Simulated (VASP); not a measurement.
# Os (Im-3m) in VASP: further runs, part 2 of 2

VASP 6.6.1.

## (3) Single point, LDA (12.46 Å³/atom)

This run uses another cell than the first one, of 12.46 Å³/atom.

Input file INCAR:

```
  PREC = Accurate
  ENCUT = 520
  EDIFF = 1E-6
  ISMEAR = -1
  SIGMA = 0.1
  LREAL = False
  LASPH = True
  NELM = 80
  ALGO = Normal
  ISIF = 2
  LWAVE = False
  LCHARG = False
  NBANDS = 10
```

Input file KPOINTS:

```
regular mesh
0
Gamma
  16 16 16
```

Input file POSCAR:

```
Os
1.0
   -1.4602868957      1.4602868957      1.4602868957
    1.4602868957     -1.4602868957      1.4602868957
    1.4602868957      1.4602868957     -1.4602868957
Os
1
Direct
    0.0000000000      0.0000000000      0.0000000000
```

Potentials or basis: VASP PAW LDA potentials, release 64 (Os).

On the command line:

```bash
$ cat potpaw_LDA.64/Os/POTCAR > POTCAR
$ mpirun -np 1 vasp_std > vasp.out
```

OUTCAR:

```text
PREC = Accurate
   ENCUT = 520
   EDIFF = 1E-6
   ISMEAR = -1
   LREAL = False
   LASPH = True
   NELM = 80
   ISIF = 2

 ion  position               nearest neighbor table
   1  0.000  0.000  0.000-

  LATTYP: Found a body centered cubic cell.
 ALAT       =     2.9205737914

  Lattice vectors:

 A1 = (  -1.4602868957,   1.4602868957,   1.4602868957)
 A2 = (   1.4602868957,  -1.4602868957,   1.4602868957)
 A3 = (   1.4602868957,   1.4602868957,  -1.4602868957)

Analysis of symmetry for initial positions (statically):
=====================================================================
 Subroutine PRICEL returns:
 Original cell was already a primitive cell.

 Routine SETGRP: Setting up the symmetry group for a
 body centered cubic supercell.

 Subroutine GETGRP returns: Found 48 space group operations
 (whereof 48 operations were pure point group operations)
 out of a pool of 48 trial point group operations.

The static configuration has the point symmetry O_h .

[... 160 lines left out ...]
 cond. band min:      11.6473342584   @ k =   0.1875   0.1250   0.0000
 fundamental gap:      0.0177601081
 Fermi energy:        11.6296652811

 k-point     1 :       0.0000    0.0000    0.0000
  band No.  band energies     occupation
      1      -0.6577      2.00000
      2       7.4650      2.00000
      3       7.4650      2.00000
      4       7.4650      2.00000
      5      11.4516      1.71150
      6      11.4516      1.71150
      7      27.9384      0.00000
      8      27.9384      0.00000
      9      27.9384      0.00000
     10      42.1842      0.00000
[... 287 lines left out ...]
 k-point    24 :       0.2500    0.1875   -0.0000
  band No.  band energies     occupation
      1       3.6772      2.00000
      2       5.6101      2.00000
      3       6.9223      2.00000
      4      10.7209      1.99977
      5      12.4079      0.00083
      6      15.3765      0.00000
      7      25.0579      0.00000
      8      28.1565      0.00000
      9      30.7437      0.00000
     10      34.3094      0.00000

 [... further k-points ...]

------------------------ aborting loop because EDIFF is reached ----------------------------------------

  FORCE on cell =-STRESS in cart. coord.  units (eV):
  Direction    XX          YY          ZZ          XY          YZ          ZX
  --------------------------------------------------------------------------------------
  -------------------------------------------------------------------------------------
  Total        5.6049724      5.6049724      5.6049724     -0.0000000      0.0000000     -0.0000000
  in kB      720.9572346    720.9572346    720.9572346     -0.0000000      0.0000000     -0.0000000
  external PRESSURE =     720.9572346 kB  Pullay stress =       0.0000000 kB

 VOLUME and BASIS-vectors are now :
 -----------------------------------------------------------------------------
  energy-cutoff  :      520.00
  volume of cell :       12.46
      direct lattice vectors                 reciprocal lattice vectors
    -1.460286896  1.460286896  1.460286896     0.000000000  0.342398471  0.342398471
     1.460286896 -1.460286896  1.460286896     0.342398471  0.000000000  0.342398471
     1.460286896  1.460286896 -1.460286896     0.342398471  0.342398471  0.000000000

 POSITION                                       TOTAL-FORCE (eV/Angst)
 -----------------------------------------------------------------------------------
      0.00000      0.00000      0.00000         0.000000      0.000000     -0.000000
 -----------------------------------------------------------------------------------
    total drift:                                0.000000      0.000000      0.000000

  FREE ENERGIE OF THE ION-ELECTRON SYSTEM (eV)
  ---------------------------------------------------
  free  energy   TOTEN  =       -11.3954067271 eV

  energy  without entropy=      -11.3552055311  energy(sigma->0) =      -11.37530613
```

Wall time 22 s (1 thread of Intel Xeon 8259CL, shared host); peak memory 0.14 GiB.

Results:

```
Free energy            : -11.3954 eV
Pressure               : 72.1 GPa
Band gap on the k mesh : zero (bands 4 and 5 overlap by 5.61 eV)
```

Levels at points of the mesh, in eV from the Fermi level:
```csv
k point,band 2,band 3,band 4,band 5,band 6,band 7
"(0.00, 0.00, 0.00)",-4.16,-4.16,-4.16,-0.18,-0.18,16.31
"(0.50, 0.00, 0.00)",-6.72,-0.25,-0.07,0.72,4.17,11.19
"(0.50, 0.50, 0.50)",-9.12,3.07,3.07,3.07,8.80,8.80
```

Caveat: the cell stands under pressure; spin-orbit coupling is left out, which moves the levels of the heavy elements.

## (4) Single point, LDA (13.02 Å³/atom)

This run uses another cell than the first one, of 13.02 Å³/atom.

Input file INCAR:

```
PREC     = Accurate       # precision mode
ENCUT    = 520            # plane-wave cutoff, eV
EDIFF    = 1E-7           # SCF threshold, eV
ISMEAR   = -1             # smearing method
SIGMA    = 0.1            # smearing width, eV
LREAL    = F              # projectors in reciprocal space
LASPH    = T              # aspherical terms in the spheres
NELM     = 100            # most SCF steps
ALGO     = Normal         # electronic algorithm
ISIF     = 2              # what is computed and relaxed
LWAVE    = F              # write WAVECAR
LCHARG   = F              # write CHGCAR
GGA      = CA             # functional
NBANDS   = 10             # bands
```

KPOINTS is that of step 3.

Input file POSCAR:

```
Os
1.0
   -1.4820854363      1.4820854363      1.4820854363
    1.4820854363     -1.4820854363      1.4820854363
    1.4820854363      1.4820854363     -1.4820854363
Os
1
Direct
    0.0000000000      0.0000000000      0.0000000000
```

On the command line:

```bash
$ cat potpaw_LDA.64/Os/POTCAR > POTCAR
$ mpirun -np 1 vasp_std > vasp.out
```

Wall time 26 s (1 thread of Intel Xeon 8259CL, shared host); peak memory 0.13 GiB.

Results (log left out):

```
Free energy            : -11.5972 eV
Pressure               : 42.8 GPa
Band gap on the k mesh : zero (bands 4 and 5 overlap by 5.24 eV)
```

Levels at points of the mesh, in eV from the Fermi level:
```
           k point  band 1  band 2  band 3  band 4  band 5  band 6  band 7  band 8  band 9
(0.00, 0.00, 0.00)  -11.86   -3.91   -3.91   -3.91   -0.15   -0.15   16.31   16.31   16.31
(0.50, 0.00, 0.00)   -8.81   -6.31   -0.25   -0.11    0.66    3.87   10.49   12.58   18.40
(0.50, 0.50, 0.50)   -8.55   -8.55    2.86    2.86    2.86    8.53    8.53    8.53   17.35
```

Caveat: the cell stands under pressure; spin-orbit coupling is left out, which moves the levels of the heavy elements.

## (5) Summary

| cell | k mesh | gap on the mesh (eV) | pressure (GPa) |
| --- | --- | --- | --- |
| a = 2.639 Å, angles 109.5°, 1 atom | 14 × 14 × 14 | none | 1.1 |
| a = 2.529 Å, angles 109.5°, 1 atom | 16 × 16 × 16 | none | 72.1 |
| a = 2.567 Å, angles 109.5°, 1 atom | 16 × 16 × 16 | none | 42.8 |

Alike in all rows: task single point; level LDA; potentials or basis VASP PAW LDA potentials, release 64 (Os); no spin polarisation; cutoff (eV) 520; smearing fermi-dirac 0.1 eV.

Caveats: spin-orbit coupling is left out, which moves the levels of the heavy elements; the cell stands under pressure (at least some runs).

Total energies depend on the potentials used, so only differences within one code and one set of settings carry meaning.

The gap in the log of VASP goes by the Fermi energy; the results here count the filled bands.